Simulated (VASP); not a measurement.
Write the native input for VASP 6.6.1 that does the following.

```yaml
Task: single point
Functional: PBEsol
Potentials_or_basis: VASP PAW PBE potentials, release 64 (Ca_sv)
Cutoff: 520 eV
k_mesh: 14 × 14 × 14
Occupations: gaussian, width 0.15 eV
Spin: no spin polarisation
Dipole_correction: no
Further_INCAR_settings: ALGO = Normal; EDIFF = 1e-06; NBANDS = 11
```

The structure of Ca lies in POSCAR:

```
Ca
1.0
    0.0000000000      2.6824320000      2.9059680000
    2.6824320000      0.0000000000      2.9059680000
    2.6824320000      2.6824320000      0.0000000000
Ca
1
Direct
    0.0000000000      0.0000000000      0.0000000000
```

This cell differs from its parent crystal: strain -0.040 along x and y, +0.040 along z.

These files were run (other wordings do the same):

INCAR

```
PREC = Accurate
ENCUT = 520
EDIFF = 1E-6
ISMEAR = 0
SIGMA = 0.15
LREAL = F
LASPH = T
NELM = 60
ALGO = Normal
ISIF = 2
LWAVE = F
LCHARG = T
GGA = PS
LELF = T
LVHAR = T
NBANDS = 11
```

KPOINTS

```
Automatic mesh
0
Gamma
  14 14 14
```

Potentials or basis: VASP PAW PBE potentials, release 64 (Ca_sv).

Run with:

```bash
$ cat potpaw_PBE.64/Ca_sv/POTCAR > POTCAR
$ mpirun -np 1 vasp_std > vasp.out
```

Results of the run:

```yaml
Pressure: -0.5 GPa
Band_gap_on_the_k_mesh: zero (bands 5 and 6 overlap by 0.34 eV)
```

Caveat: the cell differs from its parent crystal (strain -0.040 along x and y, +0.040 along z); the PAW data sets were made with another functional, which shifts forces and pressure a little.

It took 35 s on 1 thread of Intel(R) Xeon(R) 6975P-C (Granite Rapids) (shared host), peak memory 0.24 GiB.
